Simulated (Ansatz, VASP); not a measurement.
# Hg: VASP beside Ansatz

The input INCAR:

```
SYSTEM = Hg
ALGO     = Fast           ! electronic algorithm
EDIFF    = 1E-7           ! SCF threshold, eV
ENCUT    = 520            ! plane-wave cutoff, eV
GGA      = PS             ! functional
ISIF     = 2              ! what is computed and relaxed
ISMEAR   = 0              ! smearing method
IVDW     = 12             ! dispersion correction
LASPH    = .True.         ! aspherical terms in the spheres
LCHARG   = .False.        ! write CHGCAR
LREAL    = .False.        ! projectors in reciprocal space
LWAVE    = .False.        ! write WAVECAR
NBANDS   = 19             ! bands
NELM     = 80             ! most SCF steps
PREC     = Accurate       ! precision mode
SIGMA    = 0.15           ! smearing width, eV
```

The input KPOINTS:

```
k-points
0
Gamma
  18 18 10
  0 0 0
```

The input POSCAR:

```
Hg
1.0
    2.9964000000      0.0000000000      0.0000000000
   -1.4982000000      2.5949585199      0.0000000000
    0.0000000000      0.0000000000      5.4194000000
Hg
2
Direct
    0.6666666667      0.3333333333      0.7500000000
    0.3333333333      0.6666666667      0.2500000000
```

Input for Ansatz:

```yaml
crystal:
  lattice:
    - [2.9964, 0.0, 0.0]
    - [-1.4982, 2.5949585199, 0.0]
    - [0.0, 0.0, 5.4194]
  atoms:
    - { symbol: Hg, position: [0.6666666667, 0.3333333333, 0.75] }
    - { symbol: Hg, position: [0.3333333333, 0.6666666667, 0.25] }
basis:
  ecutwfc: 420
kpoints:
  mp_grid: { grid: [18, 18, 10] }
hamiltonian:
  xc: pbesol
  dispersion: d3bj
scf:
  occupations: { method: gaussian, width: 0.15 }
output:
  forces: true
  stress: true
  eigenvalues: true
  write_density: true
  write_potential: true
  elf: true
  volumetric_format: npy
```

Alike in both runs: task single point; functional PBEsol; dispersion D3(BJ); k mesh 18 × 18 × 10; occupations gaussian, width 0.15 eV; no spin polarisation.

|  | VASP | Ansatz |
| --- | --- | --- |
| version | VASP 6.6.1 | Ansatz 0.2.0 |
| potentials or method | VASP PAW PBE potentials, release 64 (Hg), cutoff 520 eV | scalar-relativistic, plane waves, PAW |
| valence electrons in the cell | 24 | 40 |

```tsv
	VASP	Ansatz	Ansatz less VASP
gap on the k mesh at the Fermi level (eV)	none	none	-
pressure (GPa)	2.6	2.0	-0.66
traceless stress, the component that is largest in VASP (GPa)	-1.33	-1.11	+0.220
```

VASP's potentials were made for PBE, not for PBEsol. A gap of «none» marks a metal or a gap that the smearing closes. VASP's potentials hold 24 valence electrons a cell and Ansatz's 40, so a difference there can come from the potentials and not from the codes.

Neither program's run includes spin-orbit coupling.
